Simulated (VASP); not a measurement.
Write the native input for VASP 6.6.1 that does the following.

* Task: single point
* Functional: r2SCAN
* Potentials or basis: VASP PAW PBE potentials, release 64 (W_sv, C)
* Cutoff: 520 eV
* k mesh: 10 × 10 × 9
* Occupations: fermi-dirac, width 0.05 eV
* Spin: no spin polarisation
* Dipole correction: no
* Further INCAR settings: ALGO = Normal; EDIFF = 1e-06; NBANDS = 16

Crystal: WC (Qusongite).

```
W C
1.0
     2.90650    0.00000    0.00000
    -1.45325    2.51710    0.00000
     0.00000    0.00000    2.83660
W C
1 1
Direct
  0.00000 0.00000 0.00000
  0.66667 0.33333 0.50000
```

The input as run:

POSCAR

```
WC
1.0
    2.9065000000      0.0000000000      0.0000000000
   -1.4532500000      2.5171028361      0.0000000000
    0.0000000000      0.0000000000      2.8366000000
W C
1 1
Direct
    0.0000000000      0.0000000000      0.0000000000
    0.6666666667      0.3333333333      0.5000000000
```

INCAR.step1

```
ALGO = Normal
EDIFF = 1E-4
ENCUT = 520
GGA = PE
ISMEAR = -1
LASPH = True
LCHARG = False
LREAL = False
LWAVE = True
NBANDS = 16
NELM = 60
PREC = Accurate
SIGMA = 0.05
```

INCAR.step2

```
ALGO = Normal
EDIFF = 1E-6
ENCUT = 520
ISIF = 2
ISMEAR = -1
ISTART = 1
LASPH = True
LCHARG = False
LMIXTAU = True
LREAL = False
LWAVE = False
METAGGA = R2SCAN
NBANDS = 16
NELM = 60
PREC = Accurate
SIGMA = 0.05
```

KPOINTS

```
k-points
0
Gamma
  10 10 9
```

Potentials or basis: VASP PAW PBE potentials, release 64 (W_sv, C).

Run with:

```sh
$ cat potpaw_PBE.64/W_sv/POTCAR potpaw_PBE.64/C/POTCAR > POTCAR
$ cp INCAR.step1 INCAR
$ mpirun -np 1 vasp_std > vasp.out
$ cp INCAR.step2 INCAR
$ mpirun -np 1 vasp_std > vasp.out
```

It gave:

```json
{
  "Pressure": "3.3 GPa",
  "Band gap on the k mesh": "zero (band 9 reaches 11.66 eV, above the bottom of band 10 at 10.44 eV)"
}
```

Caveat: the PAW data sets were made with another functional, which shifts forces and pressure a little; spin-orbit coupling is left out, which moves the levels of the heavy elements.

Wall time 50 s on 1 thread of Intel(R) Xeon(R) Platinum 8259CL CPU @ 2.50GHz (Skylake/Cascade Lake), on a shared host, peak memory 0.16 GiB.
